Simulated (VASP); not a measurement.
ScIr:

```
CELL_PARAMETERS angstrom
3.20600 0.00000 0.00000
0.00000 3.20600 0.00000
0.00000 0.00000 3.20600
ATOMIC_POSITIONS crystal
Sc 0.50000 0.50000 0.50000
Ir 0.00000 0.00000 0.00000
```

| Quantity | Value |
| --- | --- |
| Program | VASP 6.6.1 |
| Task | relaxation of cell and atoms |
| Functional | LDA |
| Potentials or basis | VASP PAW LDA potentials, release 64 (Sc_sv, Ir) |
| Cutoff | 500 eV |
| k mesh | 9 × 9 × 9 |
| Occupations | fermi-dirac, width 0.1 eV |
| Spin | no spin polarisation |

At the start: pressure -6.6 GPa; volume 16.48 Å³/atom.

Q: Where does the relaxation end?

A: Over 3 steps the energy falls by 12.5 meV/atom and the volume is 15.90 Å³/atom (-3.5 %); space group Pm-3m (No. 221, to 0.05 Å).

The path:
| step | energy change (eV) | largest force (eV/Å) | pressure (GPa) | volume (Å³) |
| --- | --- | --- | --- | --- |
| 1 | 0.0000 | 0.0000 | -6.59 | 32.95 |
| 2 | 0.0567 | 0.0000 | 14.21 | 29.83 |
| 3 | -0.0250 | 0.0000 | -0.15 | 31.80 |

Final structure:
```
Sc Ir
1.0
     3.16808    0.00000    0.00000
     0.00000    3.16808    0.00000
     0.00000    0.00000    3.16808
Sc Ir
1 1
Direct
  0.50000 0.50000 0.50000
  0.00000 0.00000 0.00000
```
